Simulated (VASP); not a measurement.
Here is a VASP 6.6.1 calculation.

INCAR

```
SYSTEM = HfB2
PREC = Accurate
ENCUT = 500
EDIFF = 1E-6
ISMEAR = -4
SIGMA = 0.1
LREAL = .FALSE.
LASPH = .TRUE.
NELM = 120
ALGO = Normal
ISIF = 2
LWAVE = .FALSE.
LCHARG = .FALSE.
GGA = PE
NBANDS = 15
GGA_COMPAT = .FALSE.
```

The input KPOINTS:

```
Automatic mesh
0
G
  6 6 4
  0 0 0
```

Contents of POSCAR:

```
HfB2
1.0
    3.1326790839      0.0000000000      0.0000000000
   -1.5663395419      2.7129796685      0.0000000000
    0.0000000000      0.0000000000      3.4792139900
Hf B
1 2
Direct
    0.0000000000      0.0000000000      0.0000000000
    0.3333333333      0.6666666667      0.5000000000
    0.6666666667      0.3333333333      0.5000000000
```

Potentials or basis: VASP PAW PBE potentials, release 64 (Hf_pv, B).

Run with:

```sh
$ cat potpaw_PBE.64/Hf_pv/POTCAR potpaw_PBE.64/B/POTCAR > POTCAR
$ mpirun -np 1 vasp_std > vasp.out
```

Question: Predict the pressure.

Answer: 2.6 GPa.

Question: Predict the band gap on the k mesh.

Answer: Zero (band 8 reaches 8.05 eV, above the bottom of band 9 at 7.40 eV).

Stress tensor (GPa, compression positive):
```
3.74 0.00 0.00
0.00 3.74 0.00
0.00 0.00 0.37
```

Caveat: the k points lie up to 0.45 Å⁻¹ apart; spin-orbit coupling is left out, which moves the levels of the heavy elements.
